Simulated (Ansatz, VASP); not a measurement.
SbBr: VASP beside Ansatz

```
CELL_PARAMETERS angstrom
4.71759 0.00000 0.00000
0.00000 4.71759 0.00000
0.00000 0.00000 5.02929
ATOMIC_POSITIONS crystal
Sb 0.00000 0.50000 0.42709
Sb 0.50000 0.00000 0.57291
Br 0.00000 0.00000 0.00000
Br 0.50000 0.50000 0.00000
```

Alike in both runs: functional PBE; k mesh 4 × 4 × 4; occupations gaussian, width 0.1 eV; no spin polarisation.

Ansatz relaxed the structure, and its values are those at the end. VASP's run is a single point on that final structure, the one shown.

|  | VASP | Ansatz |
| --- | --- | --- |
| version | VASP 6.6.1 | Ansatz 0.2.0 |
| potentials or method | VASP PAW PBE potentials, release 64 (Sb, Br), cutoff 520 eV | scalar-relativistic, plane waves, PAW |
| valence electrons in the cell | 24 | 44 |

Ansatz gave:

| Property | Result |
| --- | --- |
| gap on the k mesh at the Fermi level (eV) | none |
| pressure (GPa) | 0.0 |
| rms of the force components (eV/Å) | 0.001 |

Task: Which values does VASP return?

Result: gap on the k mesh at the Fermi level (eV): none; pressure (GPa): -0.1; rms of the force components (eV/Å): 0.004.

A gap of «none» marks a metal or a gap that the smearing closes. The functional is the same, so the differences come from potentials, cutoffs and numerics. VASP's potentials hold 24 valence electrons a cell and Ansatz's 44, so a difference there can come from the potentials and not from the codes.

Spin-orbit coupling is off throughout.
